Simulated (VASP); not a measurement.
Cu:

```
Cu
1.0
     0.00000    1.82571    1.82571
     1.82571    0.00000    1.82571
     1.82571    1.82571    0.00000
Cu
1
Direct
  0.00000 0.00000 0.00000
```

Base run:

| Item | Value |
| --- | --- |
| Program | VASP 6.6.1 |
| Functional | PBE |
| Potentials or basis | VASP PAW PBE potentials, release 64 (Cu) |
| Cutoff | 520 eV |
| k mesh | 12 × 12 × 12 |
| Occupations | fermi-dirac, width 0.06 eV |
| Spin | no spin polarisation |

Its results: pressure -1.9 GPa.

**Question.** After a change of settings the same cell gave: pressure -15.2 GPa. Which change was it?
A. functional from PBE to PBEsol
B. functional from PBE to PBEsol; further incar settings from ALGO = Normal; EDIFF = 1e-06; NBANDS = 12 to ALGO = Normal; EDIFF = 1e-07; NBANDS = 12
C. further incar settings from ALGO = Normal; EDIFF = 1e-06; NBANDS = 12 to ALGO = Normal; EDIFF = 1e-07; NBANDS = 12
D. functional from PBE to LDA; potentials or basis from VASP PAW PBE potentials, release 64 (Cu) to VASP PAW LDA potentials, release 64 (Cu)

**Answer.** D.
